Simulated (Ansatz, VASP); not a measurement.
## NaCl in VASP and in Ansatz

```xyz
2
Lattice="0.0000 2.8317 2.8317 2.8317 0.0000 2.8317 2.8317 2.8317 0.0000" Properties=species:S:1:pos:R:3 pbc="T T T"
Na    0.0000   -0.6000   -0.6000
Cl    2.8317    2.8317    2.8317
```

Alike in both runs: task single point; functional PBEsol; k mesh 8 × 8 × 8; occupations gaussian, width 0.05 eV; no spin polarisation.

```csv
,VASP,Ansatz
version,VASP 6.6.1,Ansatz 0.2.0
potentials or method,"VASP PAW PBE potentials, release 64 (Na_pv, Cl), cutoff 520 eV","scalar-relativistic, plane waves, PAW"
valence electrons in the cell,14,16
```

|  | VASP | Ansatz | Ansatz less VASP |
| --- | --- | --- | --- |
| gap on the k mesh at the Fermi level (eV) | 4.93 | 4.94 | +0.007 |
| least direct gap on the mesh (eV) | 4.94 | 4.94 | +0.007 |
| pressure (GPa) | 7.0 | 6.8 | -0.15 |
| traceless stress, the component that is largest in VASP (GPa) | -8.70 | -8.53 | +0.166 |
| rms of the force components (eV/Å) | 0.949 | 0.930 | -0.0188 |

VASP's potentials were made for PBE, not for PBEsol. Atom by atom the forces differ by 0.019 eV/Å (rms over components). VASP's potentials hold 14 valence electrons a cell and Ansatz's 16, so a difference there can come from the potentials and not from the codes.
